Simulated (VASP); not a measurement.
Input of a VASP 6.6.1 run:

Contents of INCAR:

```
PREC = Accurate
ENCUT = 520
EDIFF = 1E-6
ISMEAR = 0
SIGMA = 0.05
LREAL = False
LASPH = True
NELM = 80
ALGO = Normal
ISIF = 2
LWAVE = False
LCHARG = False
GGA = PS
NBANDS = 20
```

Contents of KPOINTS:

```
Automatic mesh
0
Gamma
  12 12 2
```

The input POSCAR:

```
WSe2
1.0
    3.3593890059     -0.0115738336      0.0196445435
   -1.6897177369      2.8764170062     -0.0083175740
    0.0986280163      0.0087232233     16.7983659788
W Se
1 2
Direct
   -0.0011954097      0.0177648259     -0.0002375465
    0.3271996984      0.6503031044      0.0995422857
    0.3406623779      0.6652654030      0.9006952608
```

Potentials or basis: VASP PAW PBE potentials, release 64 (W_sv, Se).

The run is started by

```bash
$ cat potpaw_PBE.64/W_sv/POTCAR potpaw_PBE.64/Se/POTCAR > POTCAR
$ mpirun -np 1 vasp_std > vasp.out
```

Predict the largest force.

1.692 eV/Å.

What does it give for the band gap on the k mesh?

1.47 eV.

Forces on the atoms (eV/Å):
```
W    0.871 -1.448  0.079
Se  -0.482  0.887 -0.248
Se  -0.389  0.561  0.168
```

Caveat: the cell differs from its parent crystal (atoms moved at random and the cell strained at random); there is no dipole correction, which matters where the two faces differ; the PAW data sets were made with another functional, which shifts forces and pressure a little; spin-orbit coupling is left out, which moves the levels of the heavy elements.
